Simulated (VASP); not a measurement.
FeGe, 8 atoms in the cell. The structure is cubic, space group P2_13 (No. 198). Conventional cell: a = 4.689 Å, b = 4.689 Å, c = 4.689 Å, α = 90.00°, β = 90.00°, γ = 90.00°. Within 3.1 Å of Fe (site symmetry 3) lie 7 Ge at 2.38 to 2.64 Å and 6 Fe at 2.87 Å. Within 3.1 Å of Ge (site symmetry 3) lie 7 Fe at 2.38 to 2.64 Å and 6 Ge at 2.90 Å. 

| Property | Result |
| --- | --- |
| Program | VASP 6.6.1 |
| Task | electric field gradients |
| Functional | RPBE |
| Potentials or basis | VASP PAW PBE potentials, release 64 (Fe, Ge_d) |
| Cutoff | 520 eV |
| k mesh | 7 × 7 × 7 |
| Occupations | fermi-dirac, width 0.05 eV |
| Spin | collinear spin, ferromagnetic start |
| Starting moments | [3.0, 3.0, 3.0, 3.0, 0.0, 0.0, 0.0, 0.0] μB |
| Dipole correction | no |
| Further INCAR settings | ALGO = Normal; EDIFF = 1e-08; NBANDS = 58 |

Potentials or basis: VASP PAW PBE potentials, release 64 (Fe, Ge_d).

Launch:

```bash
$ cat potpaw_PBE.64/Fe/POTCAR potpaw_PBE.64/Ge_d/POTCAR > POTCAR
$ mpirun -np 1 vasp_std > vasp.out
```

Hardware: 1 thread of Intel(R) Xeon(R) Platinum 8375C CPU @ 2.90GHz (Ice Lake), with other jobs on the host.

Q: How long does it take, and how much memory?

A: Run time: 4.7 min on 1 thread of Intel(R) Xeon(R) Platinum 8375C CPU @ 2.90GHz (Ice Lake), on a shared host, peak memory 0.37 GiB. Counts: scf iterations 21, k points 24.
